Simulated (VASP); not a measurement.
Here is a VASP 6.6.1 calculation.

POSCAR

```
NaI
1.0
    0.0000000000      3.1005316910      3.1005316910
    3.1005316910      0.0000000000      3.1005316910
    3.1005316910      3.1005316910      0.0000000000
Na I
1 1
Direct
    0.0000000000      0.0000000000      0.0000000000
    0.5000000000      0.5000000000      0.5000000000
```

The input INCAR.step1:

```
PREC     = Accurate       # precision mode
ENCUT    = 520            # plane-wave cutoff, eV
ISMEAR   = 0              # smearing method
SIGMA    = 0.01           # smearing width, eV
LREAL    = F              # projectors in reciprocal space
LASPH    = T              # aspherical terms in the spheres
NELM     = 80             # most SCF steps
NBANDS   = 14             # bands
GGA      = PE             # functional
ALGO     = Normal         # electronic algorithm
EDIFF    = 1E-4           # SCF threshold, eV
LWAVE    = T              # write WAVECAR
LCHARG   = F              # write CHGCAR
```

Contents of INCAR.step2:

```
PREC     = Accurate       # precision mode
ENCUT    = 520            # plane-wave cutoff, eV
EDIFF    = 1E-7           # SCF threshold, eV
ISMEAR   = 0              # smearing method
SIGMA    = 0.01           # smearing width, eV
LREAL    = F              # projectors in reciprocal space
LASPH    = T              # aspherical terms in the spheres
NELM     = 80             # most SCF steps
ALGO     = Normal         # electronic algorithm
ISIF     = 2              # what is computed and relaxed
LWAVE    = F              # write WAVECAR
LCHARG   = F              # write CHGCAR
METAGGA  = R2SCAN         # meta-GGA
LMIXTAU  = T            
NBANDS   = 14             # bands
ISTART   = 1
```

KPOINTS

```
Automatic mesh
0
Gamma
  8 8 8
```

Potentials or basis: VASP PAW PBE potentials, release 64 (Na_pv, I).

The run is started by

```bash
$ cat potpaw_PBE.64/Na_pv/POTCAR potpaw_PBE.64/I/POTCAR > POTCAR
$ cp INCAR.step1 INCAR
$ mpirun -np 1 vasp_std > vasp.out
$ cp INCAR.step2 INCAR
$ mpirun -np 1 vasp_std > vasp.out
```

Task: What does it give for the band gap on the k mesh?

Result: 4.88 eV, direct.

Task: What does it give for the pressure?

Result: 2.7 GPa.

Caveat: the cell differs from its parent crystal (strain -4.0%); the PAW data sets were made with another functional, which shifts forces and pressure a little; spin-orbit coupling is left out, which moves the levels of the heavy elements. A k mesh can miss the band edges.
